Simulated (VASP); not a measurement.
# FeO2 (P4_2/mnm) in VASP: settings compared

The runs below take FeO2 through single point, with PBEsol+U, PBEsol+D4+U.

Everything below comes from runs of VASP 6.6.1. Logs are shortened: lines on timing, memory, paths and dates and some standing lists are left out, and cuts for length are marked.

## (1) The cell of the first run

Symmetry: P4_2/mnm, No. 136, tetragonal system. The conventional cell has a = 4.622 Å, b = 4.622 Å, c = 3.038 Å, α = 90.00°, β = 90.00°, γ = 90.00°. Fe (site symmetry mmm) has 6 O at 1.99 Å within 2.6 Å. O (site symmetry m2m) has 3 Fe at 1.99 Å and 1 O at 2.56 Å within 2.6 Å.

## (2) Single point, PBEsol+U, collinear spin, ferromagnetic start

File INCAR:

```
SYSTEM = FeO2
PREC = Accurate ; ENCUT = 600
EDIFF = 1E-6 ; ISMEAR = -1
SIGMA = 0.1 ; LREAL = .False.
LASPH = .True. ; NELM = 200
ALGO = Normal ; ISIF = 2
LWAVE = .False. ; LCHARG = .False.
ISPIN = 2 ; MAGMOM = 3.8 3.8 0 0 0 0
LORBIT = 11 ; LMAXMIX = 4
LDAU = .True. ; LDAUTYPE = 2
LDAUL = 2 -1 ; LDAUU = 6.02 0
LDAUJ = 0 0 ; LDAUPRINT = 1
GGA = PS ; NBANDS = 33
GGA_COMPAT = .False.
```

File KPOINTS:

```
Automatic mesh
0
Gamma
  4 4 6
  0 0 0
```

File POSCAR:

```
FeO2
1.0
    4.6219899100      0.0000000000      0.0000000000
    0.0000000000      4.6219899100      0.0000000000
    0.0000000000      0.0000000000      3.0382728200
Fe O
2 4
Direct
    0.0000000000      0.0000000000      0.0000000000
    0.5000000000      0.5000000000      0.5000000000
    0.3040000000      0.3040000000      0.0000000000
    0.6960000000      0.6960000000      0.0000000000
    0.8040000000      0.1960000000      0.5000000000
    0.1960000000      0.8040000000      0.5000000000
```

Potentials or basis: VASP PAW PBE potentials, release 64 (Fe, O).

Started as:

```bash
$ cat potpaw_PBE.64/Fe/POTCAR potpaw_PBE.64/O/POTCAR > POTCAR
$ mpirun -np 1 vasp_std > vasp.out
```

OUTCAR:

```text
SYSTEM = FeO2
   PREC = Accurate
   ENCUT = 600
   EDIFF = 1E-6
   ISMEAR = -1
   LREAL = .False.
   LASPH = .True.
   NELM = 200
   ISIF = 2
   ISPIN = 2
   LORBIT = 11
   GGA = PS

 ion  position               nearest neighbor table
   1  0.000  0.000  0.000-   3 1.99   4 1.99   5 1.99   6 1.99   5 1.99   6 1.99
   2  0.500  0.500  0.500-   5 1.99   6 1.99   3 1.99   4 1.99   3 1.99   4 1.99
   3  0.304  0.304  0.000-   1 1.99   2 1.99   2 1.99
   4  0.696  0.696  0.000-   1 1.99   2 1.99   2 1.99
   5  0.804  0.196  0.500-   2 1.99   1 1.99   1 1.99
   6  0.196  0.804  0.500-   2 1.99   1 1.99   1 1.99

  LATTYP: Found a simple tetragonal cell.
 ALAT       =     4.6219899100
 C/A-ratio  =     0.6573516773

  Lattice vectors:

 A1 = (   4.6219899100,   0.0000000000,   0.0000000000)
 A2 = (   0.0000000000,   4.6219899100,   0.0000000000)
 A3 = (   0.0000000000,   0.0000000000,   3.0382728200)

Analysis of symmetry for initial positions (statically):
=====================================================================
 Subroutine PRICEL returns:
 Original cell was already a primitive cell.

 Routine SETGRP: Setting up the symmetry group for a
 simple tetragonal supercell.

 Subroutine GETGRP returns: Found 16 space group operations
 (whereof  8 operations were pure point group operations)
 out of a pool of 16 trial point group operations.

The static configuration has the point symmetry D_2h.
 The point group associated with its full space group is D_4h.

Analysis of symmetry for dynamics (positions and initial velocities):
=====================================================================
 Subroutine PRICEL returns:
 Original cell was already a primitive cell.

 Routine SETGRP: Setting up the symmetry group for a
 simple tetragonal supercell.

 Subroutine GETGRP returns: Found 16 space group operations
 (whereof  8 operations were pure point group operations)
 out of a pool of 16 trial point group operations.

The dynamic configuration has the point symmetry D_2h.
 The point group associated with its full space group is D_4h.

Analysis of structural, dynamic, and magnetic symmetry:
=====================================================================
 Subroutine PRICEL returns:
 Original cell was already a primitive cell.

 Routine SETGRP: Setting up the symmetry group for a
 simple tetragonal supercell.

 Subroutine GETGRP returns: Found 16 space group operations
 (whereof  8 operations were pure point group operations)
 out of a pool of 16 trial point group operations.

[... 215 lines left out ...]

 number of electron      40.0000002 magnetization       8.2682323

 Free energy of the ion-electron system (eV)
  ---------------------------------------------------
  ext. energy  EPLUGINS =         0.00000000
  ---------------------------------------------------
  free energy    TOTEN  =       -38.44413816 eV

  energy without entropy =      -38.32408687  energy(sigma->0) =      -38.38411251

 E-fermi :   1.7747     XC(G=0): -11.2476

 val. band max:        1.7632980515   @ k =   0.5000   0.5000   0.3333
 cond. band min:       1.7753806433   @ k =   0.2500   0.0000   0.1667
 fundamental gap:      0.0120825918
 Fermi energy:         1.7747478866

 spin component 1

 k-point     1 :       0.0000    0.0000    0.0000
  band No.  band energies     occupation
      1     -16.4544      1.00000
      2     -15.2005      1.00000
      3     -14.6590      1.00000
      4     -14.6590      1.00000
      5      -7.3023      1.00000
      6      -6.8561      1.00000
[... 829 lines left out ...]
     31      15.7501      0.00000
     32      15.7501      0.00000
 Fermi energy:         1.7747478866

 spin component 2

 k-point     1 :       0.0000    0.0000    0.0000
  band No.  band energies     occupation
      1     -16.3710      1.00000
      2     -14.6950      1.00000
      3     -14.6626      1.00000
      4     -14.6626      1.00000
      5      -4.1590      1.00000
      6      -2.6328      1.00000
[... 829 lines left out ...]
     31      16.1567      0.00000
     32      16.1567      0.00000
 [bands above 32 left out]

------------------------ aborting loop because EDIFF is reached ----------------------------------------

  FORCE on cell =-STRESS in cart. coord.  units (eV):
  Direction    XX          YY          ZZ          XY          YZ          ZX
  --------------------------------------------------------------------------------------
  -------------------------------------------------------------------------------------
  Total       -4.9206085     -4.9206085     -6.5697892      0.0000000      0.0000000      0.0000000
  in kB     -121.4631775   -121.4631775   -162.1725181      0.0000000      0.0000000      0.0000000
  external PRESSURE =    -135.0329577 kB  Pullay stress =       0.0000000 kB

 VOLUME and BASIS-vectors are now :
 -----------------------------------------------------------------------------
  energy-cutoff  :      600.00
  volume of cell :       64.91
      direct lattice vectors                 reciprocal lattice vectors
     4.621989910  0.000000000  0.000000000     0.216357028  0.000000000  0.000000000
     0.000000000  4.621989910  0.000000000     0.000000000  0.216357028  0.000000000
     0.000000000  0.000000000  3.038272820     0.000000000  0.000000000  0.329134367

 POSITION                                       TOTAL-FORCE (eV/Angst)
 -----------------------------------------------------------------------------------
      0.00000      0.00000      0.00000         0.000000      0.000000      0.000000
      2.31099      2.31099      1.51914         0.000000      0.000000      0.000000
      1.40508      1.40508      0.00000         0.308631      0.308631     -0.000000
      3.21690      3.21690      0.00000        -0.308631     -0.308631      0.000000
      3.71608      0.90591      1.51914         0.308631     -0.308631      0.000000
      0.90591      3.71608      1.51914        -0.308631      0.308631     -0.000000
 -----------------------------------------------------------------------------------
    total drift:                                0.000000     -0.000000      0.000000

  FREE ENERGIE OF THE ION-ELECTRON SYSTEM (eV)
  ---------------------------------------------------
  free  energy   TOTEN  =       -38.4441381557 eV

  energy  without entropy=      -38.3240868733  energy(sigma->0) =      -38.38411251

 total charge

# of ion       s       p       d       tot
------------------------------------------
    1        0.405   0.609   5.752   6.765
    2        0.405   0.609   5.752   6.765
    3        1.567   3.356   0.000   4.923
    4        1.567   3.356   0.000   4.923
    5        1.567   3.356   0.000   4.923
    6        1.567   3.356   0.000   4.923
--------------------------------------------------
tot          7.077  14.640  11.504  33.221

 magnetization (x)

# of ion       s       p       d       tot
------------------------------------------
    1        0.031   0.043   4.116   4.191
    2        0.031   0.043   4.116   4.191
    3        0.011  -0.038   0.000  -0.027
    4        0.011  -0.038   0.000  -0.027
    5        0.011  -0.038   0.000  -0.027
    6        0.011  -0.038   0.000  -0.027
--------------------------------------------------
tot          0.106  -0.067   8.233   8.272
```

OSZICAR:

```text
N       E                     dE             d eps       ncg     rms          rms(c)
DAV:   1     0.435961991243E+03    0.43596E+03   -0.20377E+04  3192   0.152E+03
DAV:   2     0.367674880657E+01   -0.43229E+03   -0.38465E+03  3379   0.374E+02
DAV:   3    -0.532100868476E+02   -0.56887E+02   -0.54310E+02  3695   0.155E+02
[... 12 lines left out ...]
DAV:  16    -0.384441523804E+02   -0.25356E-03   -0.14948E-03  3822   0.341E-01    0.214E-01
DAV:  17    -0.384441164427E+02    0.35938E-04   -0.26602E-04  4403   0.272E-01    0.384E-02
DAV:  18    -0.384441381147E+02   -0.21672E-04   -0.11537E-04  4041   0.754E-02    0.309E-02
DAV:  19    -0.384441393081E+02   -0.11934E-05   -0.43410E-06  3616   0.162E-02    0.239E-02
DAV:  20    -0.384441380048E+02    0.13033E-05   -0.12021E-05  3233   0.682E-02    0.636E-03
DAV:  21    -0.384441381557E+02   -0.15090E-06   -0.16912E-06  2583   0.903E-03
   1 F= -.38444138E+02 E0= -.38384113E+02  d E =-.120051E+00  mag=     8.2681
```

stdout:

```text
POSCAR found type information on POSCAR FeO
 POSCAR found :  2 types and       6 ions
 scaLAPACK will be used
 -----------------------------------------------------------------------------
|                                                                             |
|                                                                             |
|     You enforced a specific xc type in the INCAR file but a different       |
|     I HOPE YOU KNOW WHAT YOU ARE DOING!                                     |
|                                                                             |
 -----------------------------------------------------------------------------

 LDA part: xc-table for (Slater+PW92), standard interpolation
 POSCAR, INCAR and KPOINTS ok, starting setup
 FFT: planning ... GRIDC
 FFT: planning ... GRID_SOFT
 FFT: planning ... GRID
 WAVECAR not read
 entering main loop
```

Run time: 63 s. Hardware: 1 thread of Intel Xeon 6975P-C (Granite Rapids), shared host; peak memory 0.27 GiB.

Results:

```yaml
Free_energy: -38.4441 eV
Pressure: -13.5 GPa
Largest_force: 0.436 eV/Å
Net_moment: 8.27 μB per cell
Site_moments: Fe +4.19; O -0.03 μB
Valence_electrons_inside_the_program's_atomic_spheres: Fe 6.76; O 4.92
```

Forces in eV/Å, atoms in the order of the input:
```
Fe   0.000  0.000  0.000
Fe   0.000  0.000  0.000
O    0.309  0.309  0.000
O   -0.309 -0.309  0.000
O    0.309 -0.309  0.000
O   -0.309  0.309  0.000
```

Stress tensor (GPa, compression positive):
```
-12.15   0.00   0.00
  0.00 -12.15   0.00
  0.00   0.00 -16.22
```

Levels at points of the mesh, in eV from the Fermi level:
Spin up:
| k point | band 21 | band 22 | band 23 | band 24 | band 25 | band 26 | band 27 | band 28 |
| --- | --- | --- | --- | --- | --- | --- | --- | --- |
| (0.00, 0.00, 0.00) | -0.18 | -0.18 | 0.22 | 0.29 | 0.29 | 0.31 | 6.27 | 10.10 |
| (0.50, 0.00, 0.00) | -0.81 | -0.81 | 0.14 | 0.14 | 0.25 | 0.25 | 8.73 | 8.73 |
| (0.50, 0.50, 0.00) | -1.14 | -1.14 | -0.44 | -0.44 | 0.23 | 0.23 | 9.92 | 9.92 |
| (0.00, 0.00, 0.50) | -1.22 | -1.22 | -0.81 | -0.81 | -0.67 | -0.67 | 11.16 | 11.16 |
| (0.50, 0.00, 0.50) | -0.79 | -0.79 | -0.72 | -0.72 | 0.66 | 0.66 | 11.49 | 11.49 |
| (0.50, 0.50, 0.50) | -0.48 | -0.48 | -0.48 | -0.48 | -0.37 | -0.37 | 10.60 | 10.60 |
Spin down:
| k point | band 14 | band 15 | band 16 | band 17 | band 18 | band 19 |
| --- | --- | --- | --- | --- | --- | --- |
| (0.00, 0.00, 0.00) | -0.17 | -0.17 | 0.39 | 1.85 | 2.00 | 2.16 |
| (0.50, 0.00, 0.00) | -1.74 | -0.36 | -0.36 | 2.41 | 2.41 | 2.65 |
| (0.50, 0.50, 0.00) | -1.34 | -1.12 | -1.12 | 1.86 | 1.86 | 2.16 |
| (0.00, 0.00, 0.50) | -1.69 | -1.26 | -1.26 | 2.60 | 2.60 | 2.69 |
| (0.50, 0.00, 0.50) | -1.55 | -0.64 | -0.64 | 1.95 | 1.95 | 2.21 |
| (0.50, 0.50, 0.50) | -0.73 | -0.51 | -0.51 | 2.48 | 2.48 | 2.81 |

Eigenvalues of the final occupation matrices:
```
    site  spin  trace               eigenvalues
site 1 d     1   4.95  0.99 0.99 0.99 0.99 1.00
site 1 d     2   0.83  0.05 0.09 0.10 0.28 0.31
site 2 d     1   4.95  0.99 0.99 0.99 0.99 1.00
site 2 d     2   0.83  0.05 0.09 0.10 0.28 0.31
```

Caveat: the cell stands under tension; the PAW data sets were made with another functional, which shifts forces and pressure a little; the run started ferromagnetic, and an antiferromagnetic order may lie lower in energy. The state reached can hang on the start; a lower one may exist.

(Continued in part 2 of 2.)
